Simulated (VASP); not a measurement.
Crystal: TiPt3.

```
Ti Pt
1.0
     3.94818    0.00000    0.00000
     0.00000    3.94818    0.00000
     0.00000    0.00000    3.94818
Ti Pt
1 3
Direct
  0.00000 0.00000 0.00000
  0.00000 0.50000 0.50000
  0.50000 0.00000 0.50000
  0.50000 0.50000 0.00000
```

```yaml
Program: VASP 6.6.1
Task: relaxation of cell and atoms
Functional: LDA
Potentials_or_basis: VASP PAW LDA potentials, release 64 (Ti_sv, Pt)
Cutoff: 600 eV
k_mesh: 10 × 10 × 10
Occupations: gaussian, width 0.1 eV
Spin: no spin polarisation
```

At the start: pressure -13.5 GPa; volume 15.39 Å³/atom.

Question: How do energy, volume and symmetry change on relaxing?

Answer: Over 7 steps the energy falls by 36.3 meV/atom and the volume is 14.57 Å³/atom (-5.3 %); space group Pm-3m (No. 221, to 0.05 Å).

The path:
| step | energy change (eV) | largest force (eV/Å) | pressure (GPa) | volume (Å³) |
| --- | --- | --- | --- | --- |
| 1 | 0.0000 | 0.0000 | -13.46 | 61.54 |
| 2 | 0.9876 | 0.0000 | 55.16 | 50.73 |
| 3 | -0.1446 | 0.0000 | -0.81 | 58.44 |
| 4 | -0.1451 | 0.0000 | -0.16 | 58.31 |
| 5 | -0.1451 | 0.0000 | 0.15 | 58.24 |
| 6 | -0.1450 | 0.0000 | -0.32 | 58.34 |
| 7 | -0.1451 | 0.0000 | 0.00 | 58.27 |

Final structure:
```xyz
4
Lattice="3.8770 0.0000 0.0000 0.0000 3.8770 0.0000 0.0000 0.0000 3.8770" Properties=species:S:1:pos:R:3 pbc="T T T"
Ti    0.0000    0.0000    0.0000
Pt    0.0000    1.9385    1.9385
Pt    1.9385    0.0000    1.9385
Pt    1.9385    1.9385    0.0000
```
